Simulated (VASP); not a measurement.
# AlN: single point with r2SCAN

Crystal: AlN.

```xyz
2
Lattice="2.5855 0.0000 0.0000 0.0000 2.5855 0.0000 0.0000 0.0000 2.5855" Properties=species:S:1:pos:R:3 pbc="T T T"
Al    0.0000    0.0000    0.0000
N     1.2927    1.2927    1.2927
```

```yaml
Program: VASP 6.6.1
Task: single point
Functional: r2SCAN
Potentials_or_basis: VASP PAW PBE potentials, release 64 (Al, N)
Cutoff: 660 eV
k_mesh: 8 × 8 × 8
Occupations: fermi-dirac, width 0.02 eV
Spin: no spin polarisation
```

- Pressure: -0.6 GPa
- Band gap on the k mesh: zero (band 4 reaches 11.31 eV, above the bottom of band 5 at 10.65 eV)

Levels at points of the mesh, in eV from the Fermi level:
```csv
k point,band 1,band 2,band 3,band 4,band 5,band 6,band 7,band 8,band 9
"(0.00, 0.00, 0.00)",-19.73,-1.85,-1.85,-1.85,1.38,6.58,6.58,17.17,17.17
"(0.50, 0.00, 0.00)",-17.00,-10.87,-0.74,-0.74,5.17,8.36,10.47,12.77,12.77
"(0.50, 0.50, 0.00)",-14.84,-7.92,-7.92,-1.29,0.40,10.46,10.46,12.85,15.71
"(0.50, 0.50, 0.50)",-12.93,-5.51,-5.51,-5.51,1.62,1.62,1.62,8.86,19.95
```

Run time: 12 s on 1 thread of Intel(R) Xeon(R) 6975P-C (Granite Rapids), with other jobs on the host, peak memory 0.13 GiB.

Caveat: the PAW data sets were made with another functional, which shifts forces and pressure a little.
